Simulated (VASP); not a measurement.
# CoSi2 (Fm-3m) in VASP: notebook, part 3 of 3

VASP 6.6.1. Earlier steps stand in the parts before.

## 5. Single point, PBEsol, collinear spin, ferromagnetic start

This run uses another cell than the first one, of 13.50 Å³/atom, 1.038 times its volume.

Input file INCAR:

```
SYSTEM = CoSi2
PREC = Accurate ; ENCUT = 520
EDIFF = 1E-6 ; ISMEAR = 0
SIGMA = 0.15 ; LREAL = .False.
LASPH = .True. ; NELM = 150
ALGO = Normal ; ISIF = 2
LWAVE = .False. ; LCHARG = .False.
ISPIN = 2 ; MAGMOM = 1.1 0 0
LORBIT = 11 ; NUPDOWN = 1.1
LMAXMIX = 4 ; GGA = PS
NBANDS = 20
```

Input file KPOINTS:

```
regular mesh
0
Gamma
  14 14 14
  0 0 0
```

Input file POSCAR:

```
CoSi2
1.0
    0.0000000000      2.7254116596      2.7254116596
    2.7254116596      0.0000000000      2.7254116596
    2.7254116596      2.7254116596      0.0000000000
Co Si
1 2
Direct
    0.0000000000      0.0000000000      0.0000000000
    0.2500000000      0.2500000000      0.2500000000
    0.7500000000      0.7500000000      0.7500000000
```

Potentials or basis: VASP PAW PBE potentials, release 64 (Co, Si).

The run is started by

```
> cat potpaw_PBE.64/Co/POTCAR potpaw_PBE.64/Si/POTCAR > POTCAR
> mpirun -np 1 vasp_std > vasp.out
```

OUTCAR:

```text
SYSTEM = CoSi2
   PREC = Accurate
   ENCUT = 520
   EDIFF = 1E-6
   ISMEAR = 0
   LREAL = .False.
   LASPH = .True.
   NELM = 150
   ISIF = 2
   ISPIN = 2
   LORBIT = 11
   NUPDOWN = 1.1
   GGA = PS

 ion  position               nearest neighbor table
   1  0.000  0.000  0.000-   3 2.36   3 2.36   3 2.36   2 2.36   3 2.36   2 2.36   2 2.36   2 2.36

   2  0.250  0.250  0.250-   1 2.36   1 2.36   1 2.36   1 2.36   3 2.73   3 2.73   3 2.73   3 2.73
                             3 2.73   3 2.73
   3  0.750  0.750  0.750-   1 2.36   1 2.36   1 2.36   1 2.36   2 2.73   2 2.73   2 2.73   2 2.73
                             2 2.73   2 2.73

  LATTYP: Found a face centered cubic cell.
 ALAT       =     5.4508233192

  Lattice vectors:

 A1 = (   0.0000000000,   2.7254116596,   2.7254116596)
 A2 = (   2.7254116596,   0.0000000000,   2.7254116596)
 A3 = (   2.7254116596,   2.7254116596,   0.0000000000)

Analysis of symmetry for initial positions (statically):
=====================================================================
 Subroutine PRICEL returns:
 Original cell was already a primitive cell.

 Routine SETGRP: Setting up the symmetry group for a
 face centered cubic supercell.

 Subroutine GETGRP returns: Found 48 space group operations
 (whereof 48 operations were pure point group operations)
 out of a pool of 48 trial point group operations.

The static configuration has the point symmetry O_h .

Analysis of symmetry for dynamics (positions and initial velocities):
=====================================================================
 Subroutine PRICEL returns:
 Original cell was already a primitive cell.

 Routine SETGRP: Setting up the symmetry group for a
 face centered cubic supercell.

 Subroutine GETGRP returns: Found 48 space group operations
 (whereof 48 operations were pure point group operations)
[... 161 lines left out ...]
  ext. energy  EPLUGINS =         0.00000000
  ---------------------------------------------------
  free energy    TOTEN  =       -20.37561471 eV

  energy without entropy =      -20.35202710  energy(sigma->0) =      -20.36382091

 E-fermi :   8.8966     XC(G=0): -11.6148

 val. band max:       10.6144008554   @ k =   0.1429   0.0000   0.0000
 cond. band min:       8.8989464621   @ k =  -0.2857   0.4286   0.2143
 fundamental gap:     -1.7154543934
 Fermi energy:        10.6277521832

 spin component 1

 k-point     1 :       0.0000    0.0000    0.0000
  band No.  band energies     occupation
      1      -3.5137      1.00000
      2       5.2122      1.00000
      3       5.2122      1.00000
      4       5.2122      1.00000
      5       7.1844      1.00000
      6       7.1844      1.00000
[... 541 lines left out ...]
     19      23.3496      0.00000
     20      25.3848      0.00000

 [... further k-points ...]

 spin component 2

 k-point     1 :       0.0000    0.0000    0.0000
  band No.  band energies     occupation
      1      -3.2885      1.00000
      2       5.6238      1.00000
      3       5.6238      1.00000
      4       5.6238      1.00000
      5       7.7726      1.00000
      6       7.7726      1.00000
[... 541 lines left out ...]
     19      23.5151      0.00000
     20      25.6448      0.00000

 [... further k-points ...]

------------------------ aborting loop because EDIFF is reached ----------------------------------------

  FORCE on cell =-STRESS in cart. coord.  units (eV):
  Direction    XX          YY          ZZ          XY          YZ          ZX
  --------------------------------------------------------------------------------------
  -------------------------------------------------------------------------------------
  Total       -1.9325159     -1.9325159     -1.9325159      0.0000000     -0.0000000      0.0000000
  in kB      -76.4728592    -76.4728592    -76.4728592      0.0000000     -0.0000000      0.0000000
  external PRESSURE =     -76.4728592 kB  Pullay stress =       0.0000000 kB

 VOLUME and BASIS-vectors are now :
 -----------------------------------------------------------------------------
  energy-cutoff  :      520.00
  volume of cell :       40.49
      direct lattice vectors                 reciprocal lattice vectors
     0.000000000  2.725411660  2.725411660    -0.183458524  0.183458524  0.183458524
     2.725411660  0.000000000  2.725411660     0.183458524 -0.183458524  0.183458524
     2.725411660  2.725411660  0.000000000     0.183458524  0.183458524 -0.183458524

 POSITION                                       TOTAL-FORCE (eV/Angst)
 -----------------------------------------------------------------------------------
      0.00000      0.00000      0.00000         0.000000     -0.000000      0.000000
      1.36271      1.36271      1.36271         0.000000      0.000000      0.000000
      4.08812      4.08812      4.08812        -0.000000     -0.000000     -0.000000
 -----------------------------------------------------------------------------------
    total drift:                                0.000000     -0.000000     -0.000000

  FREE ENERGIE OF THE ION-ELECTRON SYSTEM (eV)
  ---------------------------------------------------
  free  energy   TOTEN  =       -20.3756147127 eV

  energy  without entropy=      -20.3520271042  energy(sigma->0) =      -20.36382091

 total charge

# of ion       s       p       d       tot
------------------------------------------
    1        0.518   0.665   7.523   8.706
    2        0.739   0.831   0.000   1.570
    3        0.739   0.831   0.000   1.570
--------------------------------------------------
tot          1.997   2.327   7.523  11.847

 magnetization (x)

# of ion       s       p       d       tot
------------------------------------------
    1        0.010   0.107   0.584   0.701
    2        0.027   0.056   0.000   0.083
    3        0.027   0.056   0.000   0.083
--------------------------------------------------
tot          0.063   0.220   0.584   0.867
```

OSZICAR:

```text
N       E                     dE             d eps       ncg     rms          rms(c)
DAV:   1     0.649595209297E+02    0.64960E+02   -0.65480E+03  8352   0.804E+02
DAV:   2    -0.176692960739E+02   -0.82629E+02   -0.72622E+02  8872   0.183E+02
DAV:   3    -0.221226899213E+02   -0.44534E+01   -0.42963E+01 10196   0.449E+01
DAV:   4    -0.221991174306E+02   -0.76428E-01   -0.76264E-01  9720   0.530E+00
DAV:   5    -0.222013928188E+02   -0.22754E-02   -0.22750E-02 10436   0.980E-01    0.155E+01
DAV:   6    -0.281928021859E+02   -0.59914E+01   -0.24832E+01  9328   0.974E+01    0.240E+01
DAV:   7    -0.204402162411E+02    0.77526E+01   -0.12812E+01 10464   0.725E+01    0.318E+00
DAV:   8    -0.204203318066E+02    0.19884E-01   -0.83747E-01 10996   0.758E+00    0.231E+00
DAV:   9    -0.203767421566E+02    0.43590E-01   -0.11315E-01  9784   0.485E+00    0.766E-01
DAV:  10    -0.203758642652E+02    0.87789E-03   -0.33565E-03 11924   0.505E-01    0.328E-01
DAV:  11    -0.203757806844E+02    0.83581E-04   -0.14882E-03 10312   0.659E-01    0.151E-01
DAV:  12    -0.203756110753E+02    0.16961E-03   -0.52277E-04 10328   0.399E-01    0.309E-02
DAV:  13    -0.203756174054E+02   -0.63302E-05   -0.25494E-05  9600   0.321E-02    0.178E-02
DAV:  14    -0.203756150232E+02    0.23822E-05   -0.47634E-06  9744   0.361E-02    0.590E-03
DAV:  15    -0.203756147127E+02    0.31056E-06   -0.68808E-07  5684   0.701E-03
   1 F= -.20375615E+02 E0= -.20363821E+02  d E =-.235876E-01  mag=     1.1000
```

It took 4.5 min on 1 thread of AMD EPYC 7R43 (Zen 3), shared host; peak memory 0.23 GiB.

What came out:

```yaml
Free_energy: -20.3756 eV
Pressure: -7.6 GPa
Net_moment: 1.10 μB per cell
Site_moments: Co +0.70; Si +0.08 μB
Valence_electrons_inside_the_program's_atomic_spheres: Co 8.71; Si 1.57
```

Caveat: the PAW data sets were made with another functional, which shifts forces and pressure a little; the total moment is fixed, so each spin has its own Fermi level.

## 6. Summary

```csv
fixed moment (μB),cell,pressure (GPa),moment (μB)
0.275,"a = 3.806 Å, angles 60.0°, 3 atoms",-6.8,0.28
1.375,"a = 3.806 Å, angles 60.0°, 3 atoms",1.1,1.37
1.925,"a = 3.806 Å, angles 60.0°, 3 atoms",6.3,1.92
1.1,"a = 3.854 Å, angles 60.0°, 3 atoms",-7.6,1.10
```

Alike in all rows: task single point; level PBEsol; potentials or basis VASP PAW PBE potentials, release 64 (Co, Si); spin collinear, ferromagnetic start; k mesh 14 × 14 × 14; cutoff (eV) 520; smearing gaussian 0.15 eV.

Caveats: the PAW data sets were made with another functional, which shifts forces and pressure a little; the total moment is fixed, so each spin has its own Fermi level.

Total energies depend on the potentials used, so only differences within one code and one set of settings carry meaning.
